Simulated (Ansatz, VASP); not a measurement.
One calculation of Sr4AlO5, two programs

```
Sr Al O
1.0
     3.53493    0.00000    0.00000
    -1.76746    3.06134    0.00000
     0.00000    0.00000   15.91347
Sr Al O
4 1 5
Direct
  0.66667 0.33333 0.10622
  0.33333 0.66667 0.46890
  0.00000 0.00000 0.68134
  0.33333 0.66667 0.89378
  0.33333 0.66667 0.32826
  0.00000 0.00000 0.00000
  0.33333 0.66667 0.21244
  0.00000 0.00000 0.36267
  0.66667 0.33333 0.57512
  0.66667 0.33333 0.78756
```

Alike in both runs: task single point; functional PBE; k mesh 6 × 6 × 1; occupations gaussian, width 0.1 eV; collinear spin.

```csv
,VASP,Ansatz
version,VASP 6.6.1,Ansatz 0.2.0
potentials or method,"VASP PAW PBE potentials, release 64 (Sr_sv, Al, O), cutoff 520 eV","scalar-relativistic, plane waves, PAW"
valence electrons in the cell,73,73
```

|  | VASP | Ansatz | Ansatz less VASP |
| --- | --- | --- | --- |
| gap on the k mesh at the Fermi level (eV) | none | none | - |
| pressure (GPa) | -1.7 | -2.0 | -0.36 |
| traceless stress, the component that is largest in VASP (GPa) | -3.34 | -3.46 | -0.114 |
| rms of the force components (eV/Å) | 2.421 | 2.413 | -0.0083 |
| net moment per atom (μB) | 0.00 | 0.00 | 0.000 |

Atom by atom the forces differ by 0.012 eV/Å (rms over components). A gap of «none» marks a metal or a gap that the smearing closes. The functional is the same, so the differences come from potentials, cutoffs and numerics. Ansatz's warnings: seeded moment not kept.

The k mesh is coarse, so the values compare programs but aren't converged.
